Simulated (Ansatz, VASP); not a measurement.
Ta3H: VASP beside Ansatz

```
CELL_PARAMETERS angstrom
2.87431 0.00000 0.00000
-0.95810 2.70993 0.00000
0.00000 0.00000 21.52669
ATOMIC_POSITIONS crystal
Ta 0.50000 0.50000 0.18582
Ta 0.00000 0.00000 0.29097
Ta 0.50000 0.50000 0.39610
H 0.83333 0.83333 0.46253
```

Alike in both runs: task single point; functional PBE; k mesh 10 × 10 × 1; occupations gaussian, width 0.1 eV; collinear spin.

|  | VASP | Ansatz |
| --- | --- | --- |
| version | VASP 6.6.1 | Ansatz 0.2.0 |
| potentials or method | VASP PAW PBE potentials, release 64 (Ta_pv, H), cutoff 520 eV | scalar-relativistic, plane waves, PAW |
| valence electrons in the cell | 34 | 40 |

|  | VASP | Ansatz | Ansatz less VASP |
| --- | --- | --- | --- |
| gap on the k mesh at the Fermi level (eV) | none | none | - |
| rms of the force components (eV/Å) | 0.439 | 0.439 | -0.0004 |
| net moment per atom (μB) | 0.00 | 0.00 | 0.000 |

Atom by atom the forces differ by 0.003 eV/Å (rms over components). A gap of «none» marks a metal or a gap that the smearing closes. VASP's potentials hold 34 valence electrons a cell and Ansatz's 40, so a difference there can come from the potentials and not from the codes. Ansatz's warnings: seeded moment not kept.

Spin-orbit coupling is off throughout.
